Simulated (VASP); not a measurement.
Input of a VASP 6.6.1 run:

File INCAR:

```
SYSTEM = VSi2
PREC = Accurate
ENCUT = 520
EDIFF = 1E-6
ISMEAR = -1
SIGMA = 0.05
LREAL = .FALSE.
LASPH = .TRUE.
NELM = 150
ALGO = Normal
ISIF = 2
LWAVE = .FALSE.
LCHARG = .TRUE.
ISPIN = 2
MAGMOM = 2 2 2 0 0 0 0 0 0
LORBIT = 11
LMAXMIX = 4
GGA = PE
LELF = .TRUE.
LVHAR = .TRUE.
NBANDS = 46
```

The input KPOINTS:

```
regular mesh
0
G
  7 7 4
  0 0 0
```

Contents of POSCAR:

```
VSi2
1.0
    4.5347995798      0.0000000000      0.0000000000
   -2.2673997899      3.9272516372      0.0000000000
    0.0000000000      0.0000000000      6.3189006300
V Si
3 6
Direct
    0.5000000000      0.0000000000      0.5000000000
    0.5000000000      0.5000000000      0.8333333333
    0.0000000000      0.5000000000      0.1666666667
    0.3249864500      0.1624932250      0.1666666667
    0.8375067750      0.1624932250      0.8333333333
    0.1624932250      0.3249864500      0.5000000000
    0.6750135500      0.8375067750      0.1666666667
    0.1624932250      0.8375067750      0.8333333333
    0.8375067750      0.6750135500      0.5000000000
```

Potentials or basis: VASP PAW PBE potentials, release 64 (V_sv, Si).

Command:

```console
$ cat potpaw_PBE.64/V_sv/POTCAR potpaw_PBE.64/Si/POTCAR > POTCAR
$ mpirun -np 1 vasp_std > vasp.out
```

Task: What does it give for the pressure?

Result: 4.0 GPa.

Task: Predict the largest force.

Result: 0.069 eV/Å.

Task: Predict the net moment.

Result: 0.01 μB per cell.

Forces in eV/Å, atoms in the order of the input:
```
V    0.000  0.000  0.000
V    0.000  0.000  0.000
V    0.000  0.000  0.000
Si   0.059  0.034  0.000
Si  -0.059  0.034  0.000
Si   0.000  0.069  0.000
Si  -0.059 -0.034  0.000
Si   0.059 -0.034  0.000
Si   0.000 -0.069  0.000
```

Caveat: the cell stands under pressure; the moments typed at the start vanished in this run.
